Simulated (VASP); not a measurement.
A run of VASP 6.6.1 is set up as follows.

Contents of INCAR:

```
ALGO     = Normal         # electronic algorithm
EDIFF    = 1E-7           # SCF threshold, eV
ENCUT    = 520            # plane-wave cutoff, eV
GGA      = PE             # functional
ISIF     = 2              # what is computed and relaxed
ISMEAR   = -1             # smearing method
LASPH    = T              # aspherical terms in the spheres
LCHARG   = T              # write CHGCAR
LELF     = T              # ELF
LREAL    = F              # projectors in reciprocal space
LVHAR    = T            
LWAVE    = F              # write WAVECAR
NBANDS   = 14             # bands
NELM     = 60             # most SCF steps
PREC     = Accurate       # precision mode
SIGMA    = 0.1            # smearing width, eV
```

KPOINTS

```
k-points
0
Gamma
  16 16 14
```

Contents of POSCAR:

```
HfN
1.0
    2.6272462068      0.0000000000      0.0000000000
   -1.3136231034      2.2752619571      0.0000000000
    0.0000000000      0.0000000000      2.5960348059
Hf N
1 1
Direct
    0.0000000000      0.0000000000      0.0000000000
    0.3333333333      0.6666666667      0.5000000000
```

Potentials or basis: VASP PAW PBE potentials, release 64 (Hf_pv, N).

Launch:

```bash
$ cat potpaw_PBE.64/Hf_pv/POTCAR potpaw_PBE.64/N/POTCAR > POTCAR
$ mpirun -np 1 vasp_std > vasp.out
```

Problem. Predict the pressure.

Solution. 253.3 GPa.

Problem. What does it give for the band gap on the k mesh?

Solution. Zero (an odd number of electrons rules out a gap without spin polarisation).

Stress tensor (GPa, compression positive):
```
253.34   0.00   0.00
  0.00 253.34   0.00
  0.00   0.00 253.25
```

Caveat: the cell stands under pressure; spin-orbit coupling is left out, which moves the levels of the heavy elements.
